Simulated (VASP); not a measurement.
ZnS:

```
Zn S
1.0
     0.00000    2.70200    2.70200
     2.70200    0.00000    2.70200
     2.70200    2.70200    0.00000
Zn S
1 1
Direct
  0.75000 0.75000 0.75000
  0.00000 0.00000 0.00000
```

Base run:

```yaml
Program: VASP 6.6.1
Functional: PBE-based screened hybrid with 5 % exact exchange
Potentials_or_basis: VASP PAW PBE potentials, release 64 (Zn, S)
Cutoff: 520 eV
k_mesh: 5 × 5 × 5
Occupations: fermi-dirac, width 0.05 eV
Spin: no spin polarisation
```

Its results: band gap on the k mesh 2.35 eV; pressure 1.6 GPa.

The run is repeated on the same cell with these changes: functional from PBE-based screened hybrid with 5 % exact exchange to PBE-based screened hybrid with 10 % exact exchange; share of exact exchange from 0.05 to 0.1. What comes out?

Band gap on the k mesh 2.60 eV; pressure 1.4 GPa.

Caveats: the PAW data sets were made with another functional, which shifts forces and pressure a little.

